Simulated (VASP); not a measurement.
Runs of VASP 6.6.1 on BaTiO3. The structure is that of space group P4mm (No. 99), or close to it. The cells are those of the table. 

| level | cell | gap on the mesh (eV) | pressure (GPa) | largest force (eV/Å) |
| --- | --- | --- | --- | --- |
| r2SCAN | a = 3.932, b = 3.932, c = 4.071 Å, 5 atoms | 2.28 | 7.8 | 0.55 |
| PBE | a = 3.905, b = 3.905, c = 4.112 Å, 5 atoms | 1.92 | 13.0 | 0.95 |
| PBE | a = 4.026, b = 4.026, c = 4.240 Å, 5 atoms | 1.73 | -2.9 | 0.30 |
| r2SCAN | a = 4.012, b = 4.012, c = 4.153 Å, 5 atoms | 2.14 | -3.1 | 0.19 |
| r2SCAN | a = 3.891, b = 3.891, c = 4.028 Å, 5 atoms | 2.36 | 14.8 | 0.98 |
| PBE | a = 3.972, b = 3.972, c = 4.112 Å, 5 atoms | 1.81 | 4.9 | 0.20 |
| PBE | a = 4.064, b = 4.064, c = 4.280 Å, 5 atoms | 1.66 | -6.7 | 0.63 |
| r2SCAN | a = 4.050, b = 4.050, c = 4.193 Å, 5 atoms | 2.07 | -7.4 | (a) |
| PBE | a = 3.946, b = 3.946, c = 4.156 Å, 5 atoms | (b) | 6.8 | 0.49 |
| r2SCAN | a = 3.972, b = 3.972, c = 4.112 Å, 5 atoms | 2.21 | 1.9 | 0.16 |
| PBE | a = 3.986, b = 3.986, c = 4.198 Å, 5 atoms | 1.79 | 1.6 | 0.08 |

Alike in all rows: task single point; potentials or basis VASP PAW PBE potentials, release 64 (Ba_sv, Ti_sv, O); no spin polarisation; k mesh 6 × 6 × 6; cutoff (eV) 520; smearing gaussian 0.01 eV.

Question: Estimate the missing entries.

Answer: (a) 0.51; (b) 1.85.

Caveats: spin-orbit coupling is left out, which moves the levels of the heavy elements; the PAW data sets were made with another functional, which shifts forces and pressure a little (some runs).

A k mesh can miss the band edges, and the runs leave out spin-orbit coupling on Ba.
